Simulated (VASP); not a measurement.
# MgS (Fm-3m) in VASP: further runs, part 2 of 3

VASP 6.6.1. Earlier steps stand in the parts before.

## (3) Vibrations by perturbation theory, LDA (16.61 Å³/atom)

INCAR

```
ALGO     = Normal         # electronic algorithm
EDIFF    = 1E-8           # SCF threshold, eV
ENCUT    = 520            # plane-wave cutoff, eV
IBRION   = 8              # ionic algorithm
ISIF     = 2              # what is computed and relaxed
ISMEAR   = 0              # smearing method
LASPH    = True           # aspherical terms in the spheres
LCHARG   = False          # write CHGCAR
LREAL    = False          # projectors in reciprocal space
LWAVE    = False          # write WAVECAR
NBANDS   = 11             # bands
NELM     = 80             # most SCF steps
NSW      = 1              # ionic steps
PREC     = Accurate       # precision mode
SIGMA    = 0.01           # smearing width, eV
```

KPOINTS

```
k-points
0
Gamma
  8 8 8
```

POSCAR

```
MgS
1.0
    0.0000000000      2.5512968844      2.5512968844
    2.5512968844      0.0000000000      2.5512968844
    2.5512968844      2.5512968844      0.0000000000
Mg S
1 1
Direct
    0.0000000000      0.0000000000      0.0000000000
    0.5000000000      0.5000000000      0.5000000000
```

Potentials or basis: VASP PAW LDA potentials, release 64 (Mg, S).

The run is started by

```
$ cat potpaw_LDA.64/Mg/POTCAR potpaw_LDA.64/S/POTCAR > POTCAR
$ mpirun -np 1 vasp_std > vasp.out
```

OUTCAR:

```text
EDIFF = 1E-8
   ENCUT = 520
   IBRION = 8
   ISIF = 2
   ISMEAR = 0
   LASPH = True
   LREAL = False
   NELM = 80
   NSW = 1
   PREC = Accurate

 ion  position               nearest neighbor table
   1  0.000  0.000  0.000-   2 2.55   2 2.55   2 2.55   2 2.55   2 2.55   2 2.55
   2  0.500  0.500  0.500-   1 2.55   1 2.55   1 2.55   1 2.55   1 2.55   1 2.55

  LATTYP: Found a face centered cubic cell.
 ALAT       =     5.1025937688

  Lattice vectors:

 A1 = (   0.0000000000,   2.5512968844,   2.5512968844)
 A2 = (   2.5512968844,   0.0000000000,   2.5512968844)
 A3 = (   2.5512968844,   2.5512968844,   0.0000000000)

Analysis of symmetry for initial positions (statically):
=====================================================================
 Subroutine PRICEL returns:
 Original cell was already a primitive cell.

 Routine SETGRP: Setting up the symmetry group for a
 face centered cubic supercell.

 Subroutine GETGRP returns: Found 48 space group operations
 (whereof 48 operations were pure point group operations)
 out of a pool of 48 trial point group operations.

The static configuration has the point symmetry O_h .

Analysis of symmetry for dynamics (positions and initial velocities):
=====================================================================
 Subroutine PRICEL returns:
 Original cell was already a primitive cell.

 Routine SETGRP: Setting up the symmetry group for a
 face centered cubic supercell.

 Subroutine GETGRP returns: Found 48 space group operations
 (whereof 48 operations were pure point group operations)
[... 521 lines left out ...]
    total drift:                                0.000000      0.000000      0.000000

  FREE ENERGIE OF THE ION-ELECTRON SYSTEM (eV)
  ---------------------------------------------------
  free  energy   TOTEN  =        -9.5916739966 eV

  energy  without entropy=       -9.5916739966  energy(sigma->0) =       -9.59167400

[... ionic steps 2 to 3 ...]

--------------------------------------- Ionic step        4  -------------------------------------------

------------------------ aborting loop because EDIFF is reached ----------------------------------------

[... ionic steps 5 to 6 ...]

--------------------------------------- Ionic step        7  -------------------------------------------

 Free energy of the ion-electron system (eV)
  ---------------------------------------------------
  ---------------------------------------------------
  free energy    TOTEN  =        -0.10511952 eV

  energy without entropy =       -0.10511952

------------------------ aborting loop because EDIFF is reached ----------------------------------------

 INTERNAL STRAIN TENSOR  FOR ION    2  DIRECTION 1   (eV/Angst):
 -----------------------------------------------------------------------------
    -0.01415  0.00000  0.00000
     0.00000  0.01632  0.00000
     0.00000  0.00000  0.01632

 INTERNAL STRAIN TENSOR FOR ION    2 for displacements in x,y,z  (eV/Angst):
          X           Y           Z          XY          YZ          ZX
  --------------------------------------------------------------------------------
  x     0.00000     0.00000     0.00000     0.00000     0.00000     0.00000
  y     0.00000     0.00000     0.00000     0.00000     0.00000     0.00000
  z     0.00000     0.00000     0.00000     0.00000     0.00000     0.00000

 SECOND DERIVATIVES (NOT SYMMETRIZED)
 ------------------------------------
               1X          1Y          1Z          2X          2Y          2Z
  1X    -3.519083    0.000000    0.000000    3.519083    0.000000    0.000000
  1Y     0.000000   -3.519083    0.000000    0.000000    3.519083    0.000000
  1Z     0.000000    0.000000   -3.519083    0.000000    0.000000    3.519083
  2X     3.515052    0.000000    0.000000   -3.515052    0.000000    0.000000
  2Y     0.000000    3.515052    0.000000    0.000000   -3.515052    0.000000
  2Z     0.000000    0.000000    3.515052    0.000000    0.000000   -3.515052

 Eigenvectors and eigenvalues of the dynamical matrix
 ----------------------------------------------------

   1 f  =    7.885258 THz    49.544536 2PiTHz  263.023889 cm-1    32.610791 meV
             X         Y         Z           dx          dy          dz
      0.000000  0.000000  0.000000     0.754400    0.000000    0.000000
      2.551297  2.551297  2.551297    -0.656415    0.000000    0.000000
[... 21 lines left out ...]
   6 f/i=    0.002238 THz     0.014062 2PiTHz    0.074655 cm-1     0.009256 meV
             X         Y         Z           dx          dy          dz
      0.000000  0.000000  0.000000    -0.305649   -0.494002    0.305649
      2.551297  2.551297  2.551297    -0.351274   -0.567743    0.351274

--------------------------------------------------------------------------------------------------------

 ELASTIC MODULI CONTR FROM IONIC RELAXATION (kBar)
 Direction    XX          YY          ZZ          XY          YZ          ZX
 --------------------------------------------------------------------------------
 XX           0.0000      0.0000      0.0000      0.0000      0.0000      0.0000
 YY           0.0000      0.0000      0.0000      0.0000      0.0000      0.0000
 ZZ           0.0000      0.0000      0.0000      0.0000      0.0000      0.0000
 XY           0.0000      0.0000      0.0000      0.0000      0.0000      0.0000
 YZ           0.0000      0.0000      0.0000      0.0000      0.0000      0.0000
 ZX           0.0000      0.0000      0.0000      0.0000      0.0000      0.0000
 --------------------------------------------------------------------------------
```

stdout:

```text
POSCAR found type information on POSCAR MgS
 POSCAR found :  2 types and       2 ions
 scaLAPACK will be used
 LDA part: xc-table for (Slater(with rela. corr.)+CA(PZ))
 , standard interpolation
 POSCAR, INCAR and KPOINTS ok, starting setup
 FFT: planning ... GRIDC
 FFT: planning ... GRID_SOFT
 FFT: planning ... GRID
 WAVECAR not read
 entering main loop
 Linear response reoptimize wavefunctions to high precision
 Linear response DOF=           2
 Linear response progress:
 first order change of Fermi-energy  -0.31411E-04
 force on displaced ion       1 direction 1 :  -3.519   0.000   0.000
 Linear response progress:
 first order change of Fermi-energy   0.11163E-02
 force on displaced ion       2 direction 1 :  -3.515   0.000   0.000
 Linear response finished
```

Run time: 1.9 min. Hardware: 1 thread of Intel Xeon 8259CL, shared host; peak memory 0.2 GiB.

Results:

* Highest phonon frequency at Γ, LO-TO splitting left out: 263 cm⁻¹

Phonon frequencies in cm⁻¹ (negative: imaginary):
| q point | frequencies |
| --- | --- |
| (0.000, 0.000, 0.000) | 0 0 0 263 263 263 |

## (4) Vibrations by perturbation theory, LDA

This run uses another cell than the first one, of 16.86 Å³/atom.

INCAR

```
ALGO = Normal
EDIFF = 1E-8
ENCUT = 520
GGA = CA
IBRION = 8
ISIF = 2
ISMEAR = 0
LASPH = T
LCHARG = F
LREAL = F
LWAVE = F
NBANDS = 11
NELM = 80
NSW = 1
PREC = Accurate
SIGMA = 0.01
```

KPOINTS is that of step 3.

POSCAR

```
MgS
1.0
    0.0000000000      2.5641824407      2.5641824407
    2.5641824407      0.0000000000      2.5641824407
    2.5641824407      2.5641824407      0.0000000000
Mg S
1 1
Direct
    0.0000000000      0.0000000000      0.0000000000
    0.5000000000      0.5000000000      0.5000000000
```

Potentials or basis: VASP PAW LDA potentials, release 64 (Mg, S).

The run is started by

```
$ cat potpaw_LDA.64/Mg/POTCAR potpaw_LDA.64/S/POTCAR > POTCAR
$ mpirun -np 1 vasp_std > vasp.out
```

OUTCAR:

```text
EDIFF = 1E-8
   ENCUT = 520
   GGA = CA
   IBRION = 8
   ISIF = 2
   ISMEAR = 0
   LASPH = T
   LREAL = F
   NELM = 80
   NSW = 1
   PREC = Accurate

 ion  position               nearest neighbor table
   1  0.000  0.000  0.000-   2 2.56   2 2.56   2 2.56   2 2.56   2 2.56   2 2.56
   2  0.500  0.500  0.500-   1 2.56   1 2.56   1 2.56   1 2.56   1 2.56   1 2.56

  LATTYP: Found a face centered cubic cell.
 ALAT       =     5.1283648814

  Lattice vectors:

 A1 = (   0.0000000000,   2.5641824407,   2.5641824407)
 A2 = (   2.5641824407,   0.0000000000,   2.5641824407)
 A3 = (   2.5641824407,   2.5641824407,   0.0000000000)

Analysis of symmetry for initial positions (statically):
=====================================================================
 Subroutine PRICEL returns:
 Original cell was already a primitive cell.

[... 564 lines left out ...]

------------------------ aborting loop because EDIFF is reached ----------------------------------------

 INTERNAL STRAIN TENSOR  FOR ION    2  DIRECTION 1   (eV/Angst):
 -----------------------------------------------------------------------------
    -0.01387  0.00000 -0.00000
     0.00000  0.01618  0.00000
     0.00000  0.00000  0.01618

 INTERNAL STRAIN TENSOR FOR ION    2 for displacements in x,y,z  (eV/Angst):
          X           Y           Z          XY          YZ          ZX
  --------------------------------------------------------------------------------
  x     0.00000     0.00000     0.00000     0.00000     0.00000     0.00000
  y     0.00000     0.00000     0.00000     0.00000     0.00000     0.00000
  z     0.00000     0.00000     0.00000     0.00000     0.00000     0.00000

 SECOND DERIVATIVES (NOT SYMMETRIZED)
 ------------------------------------
               1X          1Y          1Z          2X          2Y          2Z
  1X    -3.216968    0.000000    0.000000    3.216968    0.000000    0.000000
  1Y     0.000000   -3.216968    0.000000    0.000000    3.216968    0.000000
  1Z     0.000000    0.000000   -3.216968    0.000000    0.000000    3.216968
  2X     3.236000    0.000000    0.000000   -3.236000    0.000000    0.000000
  2Y     0.000000    3.236000    0.000000    0.000000   -3.236000    0.000000
  2Z     0.000000    0.000000    3.236000    0.000000    0.000000   -3.236000

 Eigenvectors and eigenvalues of the dynamical matrix
 ----------------------------------------------------

   1 f  =    7.550669 THz    47.442253 2PiTHz  251.863211 cm-1    31.227044 meV
             X         Y         Z           dx          dy          dz
      0.000000  0.000000  0.000000     0.000000    0.753254    0.000000
      2.564182  2.564182  2.564182     0.000000   -0.657730    0.000000
[... 21 lines left out ...]
   6 f/i=    0.011033 THz     0.069322 2PiTHz    0.368021 cm-1     0.045629 meV
             X         Y         Z           dx          dy          dz
      0.000000  0.000000  0.000000     0.000000    0.000000   -0.657730
      2.564182  2.564182  2.564182     0.000000    0.000000   -0.753254

--------------------------------------------------------------------------------------------------------

 ELASTIC MODULI CONTR FROM IONIC RELAXATION (kBar)
 Direction    XX          YY          ZZ          XY          YZ          ZX
 --------------------------------------------------------------------------------
 XX           0.0000      0.0000      0.0000      0.0000      0.0000      0.0000
 YY           0.0000      0.0000      0.0000      0.0000      0.0000      0.0000
 ZZ           0.0000      0.0000      0.0000      0.0000      0.0000      0.0000
 XY           0.0000      0.0000      0.0000      0.0000      0.0000      0.0000
 YZ           0.0000      0.0000      0.0000      0.0000      0.0000      0.0000
 ZX           0.0000      0.0000      0.0000      0.0000      0.0000      0.0000
 --------------------------------------------------------------------------------
```

OSZICAR:

```text
N       E                     dE             d eps       ncg     rms          rms(c)
DAV:   1     0.202115934513E+02    0.20212E+02   -0.37355E+03   670   0.596E+02
DAV:   2    -0.869711102643E+01   -0.28909E+02   -0.28033E+02   788   0.104E+02
DAV:   3    -0.100087778752E+02   -0.13117E+01   -0.13093E+01   791   0.227E+01
DAV:   4    -0.100158980866E+02   -0.71202E-02   -0.71198E-02   748   0.198E+00
[... 32 lines left out ...]
RMM:   7    -0.105176079812E+00   -0.17066E-04   -0.25066E-07  2049   0.228E-03    0.122E-03
RMM:   8    -0.105171006982E+00    0.50728E-05   -0.11178E-08  2152   0.543E-04    0.708E-04
RMM:   9    -0.105170034255E+00    0.97273E-06    0.11948E-09  2248   0.977E-05    0.133E-04
RMM:  10    -0.105170050248E+00   -0.15993E-07    0.47948E-10  2335   0.169E-05    0.221E-05
RMM:  11    -0.105169956549E+00    0.93699E-07   -0.57384E-08  2193   0.119E-05    0.683E-06
RMM:  12    -0.105169953915E+00    0.26338E-08   -0.92322E-08  2314   0.561E-06    0.942E-07
 Linear response finished
```

stdout:

```text
POSCAR found type information on POSCAR MgS
 POSCAR found :  2 types and       2 ions
 scaLAPACK will be used
 LDA part: xc-table for (Slater(with rela. corr.)+CA(PZ))
 , standard interpolation
 POSCAR, INCAR and KPOINTS ok, starting setup
 FFT: planning ... GRIDC
 FFT: planning ... GRID_SOFT
 FFT: planning ... GRID
 WAVECAR not read
 entering main loop
 Linear response reoptimize wavefunctions to high precision
 Linear response DOF=           2
 Linear response progress:
 first order change of Fermi-energy  -0.32503E-04
 force on displaced ion       1 direction 1 :  -3.217   0.000   0.000
 Linear response progress:
 first order change of Fermi-energy   0.11270E-02
 force on displaced ion       2 direction 1 :  -3.236   0.000   0.000
 Linear response finished
```

Wall time 99 s (1 thread of Intel Xeon 8259CL, shared host); peak memory 0.2 GiB.

Results:

```yaml
Highest_phonon_frequency_at_Γ_LO-TO_splitting_left_out: 252 cm⁻¹
```

Phonon frequencies in cm⁻¹ (negative: imaginary):
```
              q point        frequencies
(0.000, 0.000, 0.000)  0 0 0 252 252 252
```

(Part 2 of 3 ends here.)
